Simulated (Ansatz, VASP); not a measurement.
## Ge in VASP and in Ansatz

```xyz
1
Lattice="1.4596 -2.6598 0.0000 1.4596 2.6598 0.0000 0.0000 0.0000 2.3714" Properties=species:S:1:pos:R:3 pbc="T T T"
Ge    1.4596    0.0000    0.0000
```

Alike in both runs: task single point; functional PBEsol; k mesh 28 × 28 × 26; occupations gaussian, width 0.15 eV; no spin polarisation.

|  | VASP | Ansatz |
| --- | --- | --- |
| version | VASP 6.6.1 | Ansatz 0.2.0 |
| potentials or method | VASP PAW PBE potentials, release 64 (Ge_d), cutoff 520 eV | scalar-relativistic, plane waves, PAW |
| valence electrons in the cell | 14 | 14 |

|  | VASP | Ansatz | Ansatz less VASP |
| --- | --- | --- | --- |
| gap on the k mesh at the Fermi level (eV) | none | none | - |
| pressure (GPa) | 4.8 | 4.7 | -0.05 |
| traceless stress, the component that is largest in VASP (GPa) | 24.44 | 24.60 | +0.158 |

VASP's potentials were made for PBE, not for PBEsol. A gap of «none» marks a metal or a gap that the smearing closes.
